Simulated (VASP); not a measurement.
# TiAl (Amm2) in VASP: notebook

Runs on TiAl. Level: PBEsol. Tasks: single point.

Program: VASP 6.6.1. These are calculated values, not measurements. Logs are shortened: lines on timing, memory, paths and dates and some standing lists are left out, and cuts for length are marked.

## 1. The cell of the first run

Symmetry: Amm2, No. 38, orthorhombic system. Conventional cell: a = 4.678 Å, b = 2.867 Å, c = 4.867 Å, α = 90.00°, β = 90.00°, γ = 90.00°. Ti (site symmetry mm2) has 6 Ti at 2.82 to 2.87 Å and 6 Al at 2.85 to 2.86 Å within 3.7 Å. Al (site symmetry mm2) has 6 Al at 2.82 to 2.87 Å and 6 Ti at 2.85 to 2.86 Å within 3.7 Å.

## 2. Single point, PBEsol (strain -0.0200 x Voigt [0, 1, 0, 0, 0, 0])

The input, INCAR:

```
  PREC = Accurate
  ENCUT = 520
  EDIFF = 1E-7
  ISMEAR = 0
  SIGMA = 0.15
  LREAL = False
  LASPH = True
  NELM = 100
  ALGO = Fast
  ISIF = 2
  LWAVE = False
  LCHARG = True
  GGA = PS
  LELF = True
  LVHAR = True
  NBANDS = 14
```

The input, KPOINTS:

```
regular mesh
0
Gamma
  18 18 10
```

The input, POSCAR:

```
TiAl
1.0
    2.8672622327      0.0000000000      0.0000000000
   -1.4336311163      2.4334594942      0.0000000000
    0.0000000000      0.0000000000      4.6780830000
Ti Al
1 1
Direct
    0.0000000000      0.0000000000      0.0000000000
    0.3333333333      0.6666666667      0.5000000000
```

Potentials or basis: VASP PAW PBE potentials, release 64 (Ti_sv, Al).

Command:

```sh
cat potpaw_PBE.64/Ti_sv/POTCAR potpaw_PBE.64/Al/POTCAR > POTCAR
mpirun -np 1 vasp_std > vasp.out
```

OUTCAR:

```text
PREC = Accurate
   ENCUT = 520
   EDIFF = 1E-7
   ISMEAR = 0
   LREAL = False
   LASPH = True
   NELM = 100
   ISIF = 2
   GGA = PS

 ion  position               nearest neighbor table
   1  0.000  0.000  0.000-   2 2.85   2 2.85   2 2.86   2 2.86   2 2.86   2 2.86
   2  0.333  0.667  0.500-   1 2.85   1 2.85   1 2.86   1 2.86   1 2.86   1 2.86

  Warning from LATTYP: Monoclinic adjustment (A1->A3, A2->A1, A3->A2)!
  LATTYP: Found a base centered orthorhombic cell.
 ALAT       =     2.8672622327
 B/A-ratio  =     1.6974097914
 C/A-ratio  =     1.6315504549

  Lattice vectors:

 A1 = (   1.4336311163,  -2.4334594942,   0.0000000000)
 A2 = (   1.4336311164,   2.4334594942,   0.0000000000)
 A3 = (   0.0000000000,   0.0000000000,   4.6780830000)

Analysis of symmetry for initial positions (statically):
=====================================================================
 Subroutine PRICEL returns:
 Original cell was already a primitive cell.

 Routine SETGRP: Setting up the symmetry group for a
 base centered orthorhombic supercell.

 Subroutine GETGRP returns: Found  4 space group operations
 (whereof  4 operations were pure point group operations)
 out of a pool of  8 trial point group operations.

The static configuration has the point symmetry C_2v.

Analysis of symmetry for dynamics (positions and initial velocities):
=====================================================================
 Subroutine PRICEL returns:
 Original cell was already a primitive cell.

 Routine SETGRP: Setting up the symmetry group for a
 base centered orthorhombic supercell.

 Subroutine GETGRP returns: Found  4 space group operations
 (whereof  4 operations were pure point group operations)
 out of a pool of  8 trial point group operations.

The dynamic configuration has the point symmetry C_2v.

 Subroutine INISYM returns: Found  4 space group operations
 (whereof  4 operations are pure point group operations),
 and found     1 'primitive' translations

----------------------------------------------------------------------------------------

                                     Primitive cell

  volume of cell :      32.6407

  direct lattice vectors                    reciprocal lattice vectors
     2.867262233  0.000000000  0.000000000     0.348764751  0.205468799  0.000000000
    -1.433631116  2.433459494  0.000000000     0.000000000  0.410937598  0.000000000
     0.000000000  0.000000000  4.678083000     0.000000000  0.000000000  0.213762774

  length of vectors
     2.867262233  2.824362457  4.678083000     0.404789179  0.410937598  0.213762774

  position of ions in fractional coordinates (direct lattice)
     0.000000000  0.000000000  0.000000000
     0.333333333  0.666666667  0.500000000

  ion indices of the primitive-cell ions
   primitive index   ion index
                 1           1
                 2           2

----------------------------------------------------------------------------------------

 KPOINTS: regular mesh

Automatic generation of k-mesh.
 Grid dimensions read from file:
 generate k-points for:   18   18   10

 Generating k-lattice:

  Cartesian coordinates                     Fractional coordinates (reciprocal lattice)
     0.019375820  0.011414933  0.000000000     0.055555556 -0.000000000  0.000000000
     0.000000000  0.022829867  0.000000000     0.000000000  0.055555556  0.000000000
     0.000000000  0.000000000  0.021376277     0.000000000  0.000000000  0.100000000

  Length of vectors
     0.022488288  0.022829867  0.021376277

  Shift w.r.t. Gamma in fractional coordinates (k-lattice)
     0.000000000  0.000000000  0.000000000

 Subroutine IBZKPT returns following result:
 ===========================================

 Found    546 irreducible k-points:

 Following reciprocal coordinates:
            Coordinates               Weight
  0.000000  0.000000  0.000000      1.000000
  0.055556 -0.000000  0.000000      4.000000
  0.111111 -0.000000  0.000000      4.000000
  0.166667  0.000000  0.000000      4.000000
  0.222222  0.000000  0.000000      4.000000
  0.277778 -0.000000  0.000000      4.000000
[... 16 lines left out ...]
 -0.333333  0.055556  0.000000      4.000000
 -0.277778  0.055556  0.000000      4.000000
 [... further k-points ...]
   k-points           NKPTS =    546   k-points in BZ     NKDIM =    546   number of bands    NBANDS=     14
   number of dos      NEDOS =    301   number of ions     NIONS =      2
   total plane-waves  NPLWV =  20736
   dimension x,y,z NGX =    24 NGY =   24 NGZ =   36
   dimension x,y,z NGXF=    48 NGYF=   48 NGZF=   72
   ions per type =               1   1
   NGX,Y,Z   is equivalent  to a cutoff of  13.92, 14.13, 12.79 a.u.
   NGXF,Y,Z  is equivalent  to a cutoff of  27.83, 28.25, 25.59 a.u.
 SYSTEM =  unknown system
   PREC   = accura    normal or accurate (medium, high low for compatibility)
   ISTART =      0    job   : 0-new  1-cont  2-samecut
   ICHARG =      2    charge: 1-file 2-atom 10-const
   ISPIN  =      1    spin polarized calculation?
   LNONCOLLINEAR =      F non collinear calculations
   LSORBIT =      F    spin-orbit coupling
   LASPH  =      T    aspherical Exc in radial PAW
   ENCUT  =  520.0 eV  38.22 Ry    6.18 a.u.   5.33  5.25  8.70*2*pi/ulx,y,z
   NELM   =    100;   NELMIN=  2; NELMDL= -5     # of ELM steps
   EDIFF  = 0.1E-06   stopping-criterion for ELM
   LREAL  =      F    real-space projection
   EDIFFG = 0.1E-05   stopping-criterion for IOM
   NSW    =      0    number of steps for IOM
   IBRION =     -1    ionic relax: 0-MD 1-quasi-New 2-CG
   NFREE  =      0    steps in history (QN), initial steepest desc. (CG)
   ISIF   =      2    stress and relaxation
   ISYM   =      2    0-nonsym 1-usesym 2-fastsym
   POTIM  = 0.5000    time-step for ionic-motion
   TEBEG  =    0.0;   TEEND  =   0.0 temperature during run
   PSTRESS=    0.0 pullay stress
   NELECT =      15.0000    total number of electrons
   NUPDOWN=      -1.0000    fix difference up-down
   EMIN   =  10.00;   EMAX   =-10.00  energy-range for DOS
   EFERMI =   0.00;   METHOD = LEGACY
   ISMEAR =     0;   SIGMA  =   0.15  broadening in eV -4-tet -1-fermi 0-gaus
   EFERMI_NEDOS =   21; number of points for ismear=-14 and -15
   IALGO  =     68    algorithm
   IMIX   =      4    mixing-type and parameters
     AMIX     =   0.40;   BMIX     =  1.00
     AMIX_MAG =   1.60;   BMIX_MAG =  1.00
  volume/ion in A,a.u.               =      16.32       110.14
  Fermi-wavevector in a.u.,A,eV,Ry     =   1.263336  2.387358 21.715130  1.596017
  Thomas-Fermi vector in A             =   2.396698
   LORBIT       =      0    0 simple, 1 ext, 2 COOP (PROOUT), +10 PAW based schemes
   GGA     = PS    functional components
   LHFCALC =     F    Hartree Fock is set to
   AEXX    =    0.0000 exact exchange contribution
   IVDW    =     0    specifies the selected vdW correction
   LEPSILON=     F    determine dielectric tensor
   LRPA    =     F    only Hartree local field effects (RPA)
 non-spin polarized calculation
 RMM-DIIS sequential band-by-band and
 Gauss-broadening in eV      SIGMA  =   0.15
  energy-cutoff  :      520.00
  volume of cell :       32.64
 maximum number of plane-waves:       894
 NGX is ok and might be reduce to    24
   NGX = 11   NGY = 11   NGZ = 17

 number of electron      15.0000001 magnetization

 Free energy of the ion-electron system (eV)
  ---------------------------------------------------
  ext. energy  EPLUGINS =         0.00000000
  ---------------------------------------------------
  free energy    TOTEN  =       -12.94255034 eV

  energy without entropy =      -12.91580465  energy(sigma->0) =      -12.92917749

 E-fermi :   7.9955     XC(G=0): -11.1183

 val. band max:        7.9943632773   @ k =   0.3333   0.3333   0.3000
 cond. band min:       7.9963046683   @ k =   0.2222   0.0556   0.5000
 fundamental gap:      0.0019413910
 Fermi energy:         7.9955307944

 k-point     1 :       0.0000    0.0000    0.0000
  band No.  band energies     occupation
      1     -48.2540      2.00000
      2     -24.6818      2.00000
      3     -24.2321      2.00000
      4     -24.2107      2.00000
      5      -1.0526      2.00000
      6       5.6209      2.00000
      7       6.0720      2.00000
      8       9.1673      0.00000
      9       9.4354      0.00000
     10      10.8190      0.00000
     11      10.8790      0.00000
     12      11.8623      0.00000
     13      20.8512      0.00000
     14      21.3740      0.00000

 k-point     2 :       0.0556   -0.0000    0.0000
  band No.  band energies     occupation
      1     -48.2509      2.00000
      2     -24.6787      2.00000
      3     -24.2490      2.00000
      4     -24.2178      2.00000
      5      -0.9750      2.00000
      6       5.7074      2.00000
      7       6.0826      2.00000
      8       9.1202      0.00000
      9       9.4720      0.00000
     10      10.8203      0.00000
     11      10.8685      0.00000
     12      11.8814      0.00000
     13      19.6138      0.00000
     14      20.4612      0.00000

 k-point     3 :       0.1111   -0.0000    0.0000
  band No.  band energies     occupation
      1     -48.2417      2.00000
      2     -24.6697      2.00000
      3     -24.3035      2.00000
      4     -24.2321      2.00000
      5      -0.7433      2.00000
      6       5.9560      2.00000
      7       6.1127      2.00000
      8       8.9427      0.00000
      9       9.6342      0.00000
     10      10.7780      0.00000
     11      10.8898      0.00000
     12      11.9346      0.00000
     13      17.7503      0.00000
     14      19.5543      0.00000
[... 324 lines left out ...]
 k-point    23 :      -0.3333    0.0556    0.0000
  band No.  band energies     occupation
      1     -48.1822      2.00000
      2     -24.6502      2.00000
      3     -24.6115      2.00000
      4     -24.3221      2.00000
      5       1.2521      2.00000
      6       6.3108      2.00000
      7       7.0456      2.00000
      8       8.0706      0.47882
      9      10.2762      0.00000
     10      10.9457      0.00000
     11      11.5089      0.00000
     12      11.9392      0.00000
     13      12.9881      0.00000
     14      16.2345      0.00000

 k-point    24 :      -0.2778    0.0556    0.0000
  band No.  band energies     occupation
      1     -48.2002      2.00000
      2     -24.6290      2.00000
      3     -24.5466      2.00000
      4     -24.2962      2.00000
      5       0.5268      2.00000
      6       6.2516      2.00000
      7       6.9416      2.00000
      8       8.2302      0.02691
      9      10.4225      0.00000
     10      10.5820      0.00000
     11      11.2667      0.00000
     12      12.0842      0.00000
     13      13.7231      0.00000
     14      16.7303      0.00000

 [... further k-points ...]
[... 5 lines left out ...]
  --------------------------------------------------------------------------------------
  -------------------------------------------------------------------------------------
  Total       -0.1836985      0.1404967     -0.5347951      0.0000000      0.0000000      0.0000000
  in kB       -9.0168915      6.8963181    -26.2505560      0.0000000      0.0000000      0.0000000
  external PRESSURE =      -9.4570432 kB  Pullay stress =       0.0000000 kB

 VOLUME and BASIS-vectors are now :
 -----------------------------------------------------------------------------
  energy-cutoff  :      520.00
  volume of cell :       32.64
      direct lattice vectors                 reciprocal lattice vectors
     2.867262233  0.000000000  0.000000000     0.348764751  0.205468799  0.000000000
    -1.433631116  2.433459494  0.000000000     0.000000000  0.410937598  0.000000000
     0.000000000  0.000000000  4.678083000     0.000000000  0.000000000  0.213762774

 POSITION                                       TOTAL-FORCE (eV/Angst)
 -----------------------------------------------------------------------------------
      0.00000      0.00000      0.00000        -0.000000     -0.063729      0.000000
     -0.00000      1.62231      2.33904         0.000000      0.063729      0.000000
 -----------------------------------------------------------------------------------
    total drift:                                0.000000     -0.000236     -0.000000

  FREE ENERGIE OF THE ION-ELECTRON SYSTEM (eV)
  ---------------------------------------------------
  free  energy   TOTEN  =       -12.9425503371 eV

  energy  without entropy=      -12.9158046451  energy(sigma->0) =      -12.92917749
```

It took 4.4 min on 1 thread of Intel Xeon 6975P-C (Granite Rapids), shared host; peak memory 0.37 GiB.

What came out:

```yaml
Free_energy: -12.9426 eV
Pressure: -0.9 GPa
Largest_force: 0.064 eV/Å
Band_gap_on_the_k_mesh: zero (an odd number of electrons rules out a gap without spin polarisation)
```

Forces in eV/Å, atoms in the order of the input:
```
Ti   0.000 -0.064  0.000
Al   0.000  0.064  0.000
```

Levels at points of the mesh, in eV from the Fermi level:
```tsv
k point	band 3	band 4	band 5	band 6	band 7	band 8	band 9	band 10	band 11	band 12
(0.00, 0.00, 0.00)	-32.23	-32.21	-9.05	-2.37	-1.92	1.17	1.44	2.82	2.88	3.87
(0.50, 0.00, 0.00)	-32.57	-32.35	-3.78	-2.86	-1.61	-1.05	2.20	4.05	4.09	4.19
(0.00, 0.50, 0.00)	-32.57	-32.39	-3.67	-2.67	-1.56	-1.03	2.07	4.13	4.15	4.24
(0.00, 0.00, 0.50)	-32.23	-32.21	-8.16	-5.35	-0.51	1.18	1.45	2.75	2.82	6.67
(0.50, 0.00, 0.50)	-32.58	-32.35	-3.73	-2.49	-1.87	0.52	0.92	2.02	2.89	4.08
(0.00, 0.50, 0.50)	-32.57	-32.39	-3.61	-2.33	-1.88	0.71	0.99	1.86	2.98	4.13
```

Caveat: the cell differs from its parent crystal (strain -0.0200 x Voigt [0, 1, 0, 0, 0, 0]); the PAW data sets were made with another functional, which shifts forces and pressure a little.

## 3. Single point, PBEsol (strain -0.0150 x Voigt [0, 1, 0, 0, 0, 0])

The input, INCAR:

```
ALGO = Fast
EDIFF = 1E-7
ENCUT = 520
GGA = PS
ISIF = 2
ISMEAR = 0
LASPH = T
LCHARG = F
LREAL = F
LWAVE = F
NBANDS = 14
NELM = 100
PREC = Accurate
SIGMA = 0.15
```

The input, KPOINTS:

```
k-points
0
Gamma
  18 18 10
```

Edit POSCAR of step 2 so:

```diff
@@ -3,3 +3,3 @@
     2.8672622327      0.0000000000      0.0000000000
-   -1.4336311163      2.4334594942      0.0000000000
+   -1.4336311163      2.4458751038      0.0000000000
     0.0000000000      0.0000000000      4.6780830000
```

Potentials or basis: VASP PAW PBE potentials, release 64 (Ti_sv, Al).

Command:

```sh
cat potpaw_PBE.64/Ti_sv/POTCAR potpaw_PBE.64/Al/POTCAR > POTCAR
mpirun -np 1 vasp_std > vasp.out
```

Run time: 4.5 min. Hardware: 1 thread of Intel Xeon 6975P-C (Granite Rapids), shared host; peak memory 0.36 GiB.

It converged, with:

| Item | Value |
| --- | --- |
| Free energy | -12.9430 eV |
| Pressure | -1.4 GPa |
| Largest force | 0.047 eV/Å |
| Band gap on the k mesh | zero (an odd number of electrons rules out a gap without spin polarisation) |

Forces on the atoms (eV/Å):
```
Ti   0.000 -0.047  0.000
Al   0.000  0.047  0.000
```

Stress tensor (GPa, compression positive):
```
-1.24  0.00  0.00
 0.00 -0.02  0.00
 0.00  0.00 -2.83
```

Levels at points of the mesh, in eV from the Fermi level:
```csv
k point,band 5,band 6,band 7,band 8,band 9,band 10,band 11,band 12
"(0.00, 0.00, 0.00)",-9.01,-2.36,-1.90,1.20,1.40,2.81,2.85,3.87
"(0.50, 0.00, 0.00)",-3.76,-2.85,-1.59,-1.03,2.17,4.03,4.10,4.15
"(0.00, 0.50, 0.00)",-3.67,-2.70,-1.56,-1.02,2.08,4.08,4.13,4.21
"(0.00, 0.00, 0.50)",-8.12,-5.33,-0.49,1.21,1.41,2.73,2.78,6.70
"(0.50, 0.00, 0.50)",-3.71,-2.46,-1.86,0.52,0.93,1.99,2.90,4.05
"(0.00, 0.50, 0.50)",-3.61,-2.35,-1.86,0.67,0.98,1.87,2.96,4.08
```

Caveat: the cell differs from its parent crystal (strain -0.0150 x Voigt [0, 1, 0, 0, 0, 0]); the PAW data sets were made with another functional, which shifts forces and pressure a little.

## 4. Single point, PBEsol (strain -0.0100 x Voigt [0, 1, 0, 0, 0, 0])

The input, INCAR:

```
PREC = Accurate ; ENCUT = 520
EDIFF = 1E-7 ; ISMEAR = 0
SIGMA = 0.15 ; LREAL = False
LASPH = True ; NELM = 60
ALGO = Fast ; ISIF = 2
LWAVE = False ; LCHARG = False
GGA = PS ; NBANDS = 14
```

The input, KPOINTS:

```
regular mesh
0
Gamma
  18 18 10
```

Edit POSCAR of step 3 so:

```diff
@@ -3,3 +3,3 @@
     2.8672622327      0.0000000000      0.0000000000
-   -1.4336311163      2.4458751038      0.0000000000
+   -1.4336311163      2.4582907135      0.0000000000
     0.0000000000      0.0000000000      4.6780830000
```

Command:

```sh
cat potpaw_PBE.64/Ti_sv/POTCAR potpaw_PBE.64/Al/POTCAR > POTCAR
mpirun -np 1 vasp_std > vasp.out
```

Wall time 3.8 min (1 thread of Intel Xeon 6975P-C (Granite Rapids), shared host); peak memory 0.37 GiB.

It converged, with:

```
Free energy            : -12.9426 eV
Pressure               : -1.9 GPa
Largest force          : 0.031 eV/Å
Band gap on the k mesh : zero (an odd number of electrons rules out a gap without spin polarisation)
```

Forces in eV/Å, atoms in the order of the input:
```
Ti   0.000 -0.031  0.000
Al   0.000  0.031  0.000
```

Stress tensor (GPa, compression positive):
```
-1.65  0.00  0.00
 0.00 -0.84  0.00
 0.00  0.00 -3.13
```

Levels at points of the mesh, in eV from the Fermi level:
| k point | band 5 | band 6 | band 7 | band 8 | band 9 | band 10 | band 11 | band 12 |
| --- | --- | --- | --- | --- | --- | --- | --- | --- |
| (0.00, 0.00, 0.00) | -8.98 | -2.34 | -1.87 | 1.23 | 1.36 | 2.79 | 2.82 | 3.88 |
| (0.50, 0.00, 0.00) | -3.73 | -2.83 | -1.57 | -1.02 | 2.15 | 4.01 | 4.12 | 4.12 |
| (0.00, 0.50, 0.00) | -3.68 | -2.74 | -1.55 | -1.01 | 2.08 | 4.04 | 4.12 | 4.19 |
| (0.00, 0.00, 0.50) | -8.09 | -5.31 | -0.47 | 1.24 | 1.37 | 2.72 | 2.75 | 6.72 |
| (0.50, 0.00, 0.50) | -3.69 | -2.44 | -1.85 | 0.53 | 0.94 | 1.96 | 2.91 | 4.02 |
| (0.00, 0.50, 0.50) | -3.62 | -2.37 | -1.85 | 0.62 | 0.97 | 1.88 | 2.95 | 4.04 |

Caveat: the cell differs from its parent crystal (strain -0.0100 x Voigt [0, 1, 0, 0, 0, 0]); the PAW data sets were made with another functional, which shifts forces and pressure a little.

(Continued in part 2 of 2.)
